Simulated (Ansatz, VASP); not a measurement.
Two plane-wave programs on P

```
CELL_PARAMETERS angstrom
3.28373 0.00000 0.00000
0.00000 34.85703 0.00000
0.00000 0.00000 4.63208
ATOMIC_POSITIONS crystal
P 0.00000 0.97887 0.59215
P 0.00000 0.03835 0.40785
P 0.50000 0.02113 0.09215
P 0.50000 0.96165 0.90785
```

Change from the starting cell: mode 4 (126.9 1/cm) frozen in, largest displacement -0.300 Å.

Alike in both runs: task single point; functional PBEsol; k mesh 8 × 1 × 6; occupations gaussian, width 0.05 eV; no spin polarisation.

```csv
,VASP,Ansatz
version,VASP 6.6.1,Ansatz 0.2.0
potentials or method,"VASP PAW PBE potentials, release 64 (P), cutoff 520 eV","scalar-relativistic, plane waves, PAW"
valence electrons in the cell,20,20
```

```csv
,VASP,Ansatz,Ansatz less VASP
gap on the k mesh at the Fermi level (eV),0.90,0.88,-0.017
least direct gap on the mesh (eV),1.91,1.90,-0.014
rms of the force components (eV/Å),0.733,0.724,-0.0092
```

VASP's potentials were made for PBE, not for PBEsol. Atom by atom the forces differ by 0.013 eV/Å (rms over components).
